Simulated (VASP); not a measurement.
Wanted: the native input for a VASP 6.6.1 run.

```
Task                   : single point
Functional             : PBE
Potentials or basis    : VASP PAW PBE potentials, release 64 (P)
Cutoff                 : 520 eV
k mesh                 : 4 × 4 × 4
Occupations            : gaussian, width 0.1 eV
Spin                   : no spin polarisation
Dipole correction      : no
Further INCAR settings : ALGO = Normal; EDIFF = 1e-06; NBANDS = 24
```

The structure of P lies in POSCAR:

```
P
1.0
    4.8235051088      0.0000000000      0.0000000000
    0.0000000000      4.8235051088      0.0000000000
    0.0000000000      0.0000000000      4.5626906039
P
6
Direct
    0.5000000000      0.0000000000      0.7500244432
    0.0000000000      0.5000000000      0.7499755568
    0.0000000000      0.5000000000      0.2500244432
    0.5000000000      0.0000000000      0.2499755568
    0.5000000000      0.5000000000      0.7500000000
    0.5000000000      0.5000000000      0.2500000000
```

One way to write it, as run:

INCAR

```
ALGO = Normal ; EDIFF = 1E-6
ENCUT = 520 ; GGA = PE
ISIF = 2 ; ISMEAR = 0
LASPH = T ; LCHARG = T
LELF = T ; LREAL = F
LVHAR = T ; LWAVE = F
NBANDS = 24 ; NELM = 100
PREC = Accurate ; SIGMA = 0.1
```

KPOINTS

```
k-points
0
Gamma
  4 4 4
```

Potentials or basis: VASP PAW PBE potentials, release 64 (P).

Command:

```console
$ cat potpaw_PBE.64/P/POTCAR > POTCAR
$ mpirun -np 1 vasp_std > vasp.out
```

It gave:

```yaml
Pressure: -0.1 GPa
Band_gap_on_the_k_mesh: zero (band 15 reaches 7.14 eV, above the bottom of band 16 at 5.98 eV)
```

Wall time 55 s on 1 thread of Oxide Virtual Turin-like Processor, with other jobs on the host, peak memory 0.16 GiB.
